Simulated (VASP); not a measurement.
A run of VASP 6.6.1 is set up as follows.

Contents of INCAR:

```
SYSTEM = Au
PREC = Accurate ; ENCUT = 520
EDIFF = 1E-6 ; ISMEAR = 1
SIGMA = 0.1 ; LREAL = .False.
LASPH = .True. ; NELM = 80
ALGO = Normal ; ISIF = 2
LWAVE = .False. ; LCHARG = .True.
GGA = PS ; LELF = .True.
LVHAR = .True. ; NBANDS = 12
```

Contents of KPOINTS:

```
Automatic mesh
0
Gamma
  9 9 9
  0 0 0
```

Contents of POSCAR:

```
Au
1.0
    0.0000000000      2.0350000000      2.0350000000
    2.0350000000      0.0000000000      2.0350000000
    2.0350000000      2.0350000000      0.0000000000
Au
1
Direct
    0.0000000000      0.0000000000      0.0000000000
```

Potentials or basis: VASP PAW PBE potentials, release 64 (Au).

Launch:

```console
$ cat potpaw_PBE.64/Au/POTCAR > POTCAR
$ mpirun -np 1 vasp_std > vasp.out
```

(1) What does it give for the pressure?

Results:

(1) 1.3 GPa.

Caveat: the PAW data sets were made with another functional, which shifts forces and pressure a little.
